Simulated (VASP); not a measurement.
BN (Qingsongite):

```
CELL_PARAMETERS angstrom
0.00000 1.80482 1.80482
1.80482 0.00000 1.80482
1.80482 1.80482 0.00000
ATOMIC_POSITIONS crystal
B 0.00000 0.00000 0.00000
N 0.25000 0.25000 0.25000
```

Base run:

* Program: VASP 6.6.1
* Functional: r2SCAN
* Potentials or basis: VASP PAW PBE potentials, release 64 (B, N)
* Cutoff: 520 eV
* k mesh: 10 × 10 × 10
* Occupations: gaussian, width 0.01 eV
* Spin: no spin polarisation

Its results: band gap on the k mesh 4.98 eV, indirect (least direct gap 9.55 eV); pressure 1.1 GPa.

**Question.** The run is repeated on the same cell with these changes: functional from r2SCAN to PBE; k mesh from 10 × 10 × 10 to 12 × 12 × 12. What comes out?

**Answer.** Band gap on the k mesh 4.46 eV, indirect (least direct gap 8.84 eV); pressure 5.0 GPa.

Several settings changed at once, so the effect can't be laid on one alone.

Caveats: the PAW data sets were made with another functional, which shifts forces and pressure a little (some runs).

A k mesh can miss the band edges.
